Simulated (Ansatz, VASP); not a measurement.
One calculation of TeMo3, two programs

```
CELL_PARAMETERS angstrom
4.08482 0.00000 0.00000
0.00000 4.08482 0.00000
0.00000 0.00000 4.08482
ATOMIC_POSITIONS crystal
Te 0.00000 0.00000 0.00000
Mo 0.00000 0.50000 0.50000
Mo 0.50000 0.00000 0.50000
Mo 0.50000 0.50000 0.00000
```

Alike in both runs: task single point; functional PBE; k mesh 12 × 12 × 12; occupations gaussian, width 0.1 eV; no spin polarisation.

|  | VASP | Ansatz |
| --- | --- | --- |
| version | VASP 6.6.1 | Ansatz 0.2.0 |
| potentials or method | VASP PAW PBE potentials, release 64 (Te, Mo_sv), cutoff 500 eV | scalar-relativistic, plane waves, PAW |
| valence electrons in the cell | 48 | 58 |

|  | VASP | Ansatz | Ansatz less VASP |
| --- | --- | --- | --- |
| gap on the k mesh at the Fermi level (eV) | none | none | - |
| pressure (GPa) | 0.2 | 0.0 | -0.21 |

A gap of «none» marks a metal or a gap that the smearing closes. The functional is the same, so the differences come from potentials, cutoffs and numerics. VASP's potentials hold 48 valence electrons a cell and Ansatz's 58, so a difference there can come from the potentials and not from the codes.

Neither program's run includes spin-orbit coupling.
